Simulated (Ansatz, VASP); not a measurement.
## IClF: VASP beside Ansatz

File POSCAR:

```
IClF
1.0
    4.3447940000      0.0000000000      0.0000000000
    0.0000000000      4.3447940000      0.0000000000
    0.0000000000      0.0000000000      7.6591600000
I Cl F
2 2 2
Direct
    0.0000000000      0.5000000000      0.2050000000
    0.5000000000      0.0000000000      0.7950000000
    0.0000000000      0.5000000000      0.6500000000
    0.5000000000      0.0000000000      0.3500000000
    0.5000000000      0.5000000000      0.0000000000
    0.0000000000      0.0000000000      0.0000000000
```

File INCAR.step1:

```
PREC = Accurate
ENCUT = 520
ISMEAR = -1
SIGMA = 0.0915
LREAL = F
LASPH = T
NELM = 60
NBANDS = 30
GGA = PE
ALGO = Normal
EDIFF = 1E-4
LWAVE = T
LCHARG = F
```

File INCAR.step2:

```
PREC = Accurate
ENCUT = 520
EDIFF = 1E-7
ISMEAR = -1
SIGMA = 0.0915
LREAL = F
LASPH = T
NELM = 60
ALGO = Normal
ISIF = 2
LWAVE = F
LCHARG = F
METAGGA = R2SCAN
LMIXTAU = T
NBANDS = 30
ISTART = 1
```

Contents of KPOINTS:

```
regular mesh
0
Gamma
  8 8 5
```

Input for Ansatz:

```yaml
crystal:
  lattice:
    - [4.344794, 0.0, 0.0]
    - [0.0, 4.344794, 0.0]
    - [0.0, 0.0, 7.65916]
  atoms:
    - { symbol: I, position: [0.0, 0.5, 0.205] }
    - { symbol: I, position: [0.5, 0.0, 0.795] }
    - { symbol: Cl, position: [0.0, 0.5, 0.65] }
    - { symbol: Cl, position: [0.5, 0.0, 0.35] }
    - { symbol: F, position: [0.5, 0.5, 0.0] }
    - { symbol: F, position: [0.0, 0.0, 0.0] }
  symmetry: { tolerance: 0.0003 }
kpoints:
  mp_grid: { grid: [8, 8, 5], shift: [0, 0, 0] }
  band_path:
    path:
      - [0.0, 0.0, 0.0]
      - [0.0, 0.5, 0.0]
      - [0.5, 0.5, 0.0]
      - [0.0, 0.0, 0.0]
      - [0.0, 0.0, 0.5]
      - [0.0, 0.5, 0.5]
      - [0.5, 0.5, 0.5]
      - [0.0, 0.0, 0.5]
    npoints: 7
magnetization:
  spin_polarized: false
scf:
  occupations: { method: fermi_dirac, width: 0.0915 }
  lower_state_search: "off"
  max_iter: 200
hamiltonian:
  pseudopotentials: { kind: paw }
  xc: r2scan
basis:
  ecutwfc: 500
  fft_grid_basis: typed
output:
  forces: true
  stress: true
  eigenvalues: true
  bader: true
  populations: true
  elf: true
  write_potential: true
  volumetric_format: npy
  dos:
    e_range: [-12, 8]
    de: 0.05
    projected: { site_lists: { Cl: [Cl], F: [F], I: [I] } }
checkpoint:
  read: saved_state
```

Alike in both runs: task single point; functional r2SCAN; k mesh 8 × 8 × 5; occupations fermi-dirac, width 0.0915 eV; no spin polarisation.

|  | VASP | Ansatz |
| --- | --- | --- |
| version | VASP 6.6.1 | Ansatz 0.2.0 |
| potentials or method | VASP PAW PBE potentials, release 64 (I, Cl, F), cutoff 520 eV | PAW plane waves |
| valence electrons in the cell | 42 | 62 |

|  | VASP | Ansatz | Ansatz less VASP |
| --- | --- | --- | --- |
| pressure (GPa) | -4.8 | -4.6 | +0.19 |
| traceless stress, the component that is largest in VASP (GPa) | 1.47 | 1.48 | +0.004 |
| rms of the force components (eV/Å) | 0.160 | 0.161 | +0.0012 |

VASP's potentials were made for PBE, not for r2SCAN. Atom by atom the forces differ by 0.005 eV/Å (rms over components). The functional is the same, so the differences come from potentials, cutoffs and numerics. VASP's potentials hold 42 valence electrons a cell and Ansatz's 62, so a difference there can come from the potentials and not from the codes.

Spin-orbit coupling is off throughout.
